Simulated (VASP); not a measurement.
Write the native input for VASP 6.6.1 that does the following.

```yaml
Task: relaxation of cell and atoms
Functional: PBE
Potentials_or_basis: VASP PAW PBE potentials, release 64 (Li_sv, Mo_sv)
Cutoff: 600 eV
k_mesh: 12 × 12 × 18
Occupations: gaussian, width 0.1 eV
Spin: no spin polarisation
Dipole_correction: no
Further_INCAR_settings: ALGO = Normal; EDIFF = 1e-06; IBRION = 2; EDIFFG = -0.01; NSW = 100; ISIF = 3
```

The structure of LiMo3 lies in POSCAR:

```
LiMo3
1.0
    5.3230355121      0.0000000000      0.0000000000
   -2.6615177561      4.6098839787      0.0000000000
    0.0000000000      0.0000000000      2.5630936933
Li Mo
1 3
Direct
    0.0000000000      0.0000000000      0.5000000000
    0.5000000000      0.0000000000      0.0000000000
    0.5000000000      0.5000000000      0.0000000000
    0.0000000000      0.5000000000      0.0000000000
```

These files were run (other wordings do the same):

INCAR

```
PREC = Accurate
ENCUT = 600
EDIFF = 1E-6
ISMEAR = 0
SIGMA = 0.1
LREAL = F
LASPH = T
NELM = 100
ALGO = Normal
ISIF = 3
LWAVE = F
LCHARG = F
GGA = PE
IBRION = 2
NSW = 100
EDIFFG = -0.01
```

KPOINTS

```
regular mesh
0
Gamma
  12 12 18
```

Potentials or basis: VASP PAW PBE potentials, release 64 (Li_sv, Mo_sv).

Launch:

```console
$ cat potpaw_PBE.64/Li_sv/POTCAR potpaw_PBE.64/Mo_sv/POTCAR > POTCAR
$ mpirun -np 1 vasp_std > vasp.out
```

Results of the run:

* Relaxed volume: 15.83 Å³/atom
* Relaxed cell: a = 5.321 Å, b = 5.321 Å, c = 2.583 Å, α = 90.00°, β = 90.00°, γ = 120.00°
* Space group after relaxing (to 0.05 Å): P6/mmm (No. 191)
* Energy gained by relaxing: 1.0 meV/atom
* Ionic steps: 5
* Pressure after relaxing: 0.0 GPa

Caveat: the cutoff is under 1.25 times the usual one of these potentials, so pressure, stress and relaxed cells hold a basis-set (Pulay) error.

Run time: 12 min on 1 thread of AMD EPYC 9R14 (Zen 4), on a shared host, peak memory 0.41 GiB.
